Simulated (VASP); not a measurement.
Runs of VASP 6.6.1 on Cr. The typed cell holds 1 atom: a = 2.564 Å, b = 2.575 Å, c = 2.614 Å, α = 60.73°, β = 61.16°, γ = 60.86°. 

```tsv
potentials or basis	fixed moment (μB)	k mesh	cutoff (eV)	pressure (GPa)	moment (μB)
VASP PAW PBE potentials, release 64 (Cr_sv)	2.2	10 × 10 × 10	700	12.0	2.20
VASP PAW PBE potentials, release 64 (Cr_pv)	-	12 × 12 × 12	520	(a)	(b)
VASP PAW PBE potentials, release 64 (Cr_sv)	0.8	10 × 10 × 10	700	-8.1	0.80
VASP PAW PBE potentials, release 64 (Cr_sv)	1.5	10 × 10 × 10	700	-0.4	1.50
```

Alike in all rows: task single point; level PBE; spin collinear, ferromagnetic start; cell as given; smearing fermi-dirac 0.05 eV.

Fill in the values left out.

(a) -10.5; (b) 0.00.

Caveats: the total moment is fixed, so each spin has its own Fermi level and the state may be an excited one (at least some runs); the cell stands under tension (at least some runs); the cell stands under pressure (at least some runs); the moments typed at the start vanished in this run (at least some runs).

The runs don't all hold the same shells in valence.
